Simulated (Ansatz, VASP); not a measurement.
## Si: VASP beside Ansatz

Contents of POSCAR:

```
Si
1.0
    2.5201216971      0.0000000000      0.0000000000
    0.0000000000      2.5201216971      0.0000000000
    0.0000000000      0.0000000000      2.5201216971
Si
1
Direct
    0.0000000000      0.0000000000      0.0000000000
```

INCAR.step1

```
PREC = Accurate
ENCUT = 600
ISMEAR = 0
SIGMA = 0.1
LREAL = F
LASPH = T
NELM = 80
GGA = PE
ALGO = Normal
EDIFF = 1E-4
LWAVE = T
LCHARG = F
```

INCAR.step2

```
PREC = Accurate
ENCUT = 600
EDIFF = 1E-7
ISMEAR = 0
SIGMA = 0.1
LREAL = F
LASPH = T
NELM = 80
ALGO = Normal
ISIF = 3
LWAVE = F
LCHARG = F
METAGGA = R2SCAN
LMIXTAU = T
IBRION = 2
NSW = 100
EDIFFG = -0.01
ISTART = 1
```

Contents of KPOINTS:

```
Automatic mesh
0
Gamma
  22 22 22
```

Input for Ansatz:

```yaml
crystal:
  lattice:
    - [2.5201216971, 0.0, 0.0]
    - [0.0, 2.5201216971, 0.0]
    - [0.0, 0.0, 2.5201216971]
  atoms:
    - { symbol: Si, position: [0.0, 0.0, 0.0] }
basis:
  ecutwfc: 500
kpoints:
  mp_grid: { grid: [22, 22, 22] }
hamiltonian:
  xc: r2scan
scf:
  occupations: { method: gaussian, width: 0.1 }
output:
  forces: true
  stress: true
  eigenvalues: true
relax:
  adjacent_minimum: "off"
  f_tol: 0.01
  max_steps: 80
  cell: { stress_tol: 0.05 }
```

Alike in both runs: task relaxation of cell and atoms; functional r2SCAN; k mesh 22 × 22 × 22; occupations gaussian, width 0.1 eV; no spin polarisation.

```csv
,VASP,Ansatz
version,VASP 6.6.1,Ansatz 0.2.0
potentials or method,"VASP PAW PBE potentials, release 64 (Si), cutoff 600 eV","scalar-relativistic, plane waves, PAW"
valence electrons in the cell,4,4
```

|  | VASP | Ansatz | Ansatz less VASP |
| --- | --- | --- | --- |
| gap on the k mesh at the Fermi level, each at its own relaxed structure (eV) | none | none | - |
| relaxed volume (Å³/atom) | 16.10 | 16.12 | +0.014 |
| relaxed length of the cell vector where the two differ most in proportion (Å) | 2.525 | 2.526 | +0.0007 |

VASP's potentials were made for PBE, not for r2SCAN. A gap of «none» marks a metal or a gap that the smearing closes.
